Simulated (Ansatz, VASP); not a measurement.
## Zr in VASP and in Ansatz

```
Zr
1.0
     3.23200    0.00000    0.00000
    -1.61600    2.79899    0.00000
     0.00000    0.00000    5.04406
Zr
2
Direct
  0.33333 0.66667 0.25000
  0.66667 0.33333 0.75000
```

Change from the starting cell: zz strain of -2 %, PAW files.

Alike in both runs: task electric field gradients; functional LDA; k mesh 13 × 13 × 7; occupations fermi-dirac, width 0.03 eV; no spin polarisation.

```csv
,VASP,Ansatz
version,VASP 6.6.1,Ansatz 0.2.0
potentials or method,"VASP PAW LDA potentials, release 64 (Zr_sv)","PAW with Ansatz's default frozen-core files, scalar-relativistic"
plane-wave cutoff (eV),520,420
valence electrons in the cell,24,24
```

```tsv
	VASP	Ansatz	Ansatz less VASP
pressure (GPa)	-4.2	-4.3	-0.09
traceless stress, the component that is largest in VASP (GPa)	1.66	1.64	-0.018
size of Vzz on the site where it differs most (V/Å²)	55.6	55.3	-0.32
```

LDA's correlation is that of Perdew and Zunger in VASP and of Perdew and Wang (1992) in Ansatz.
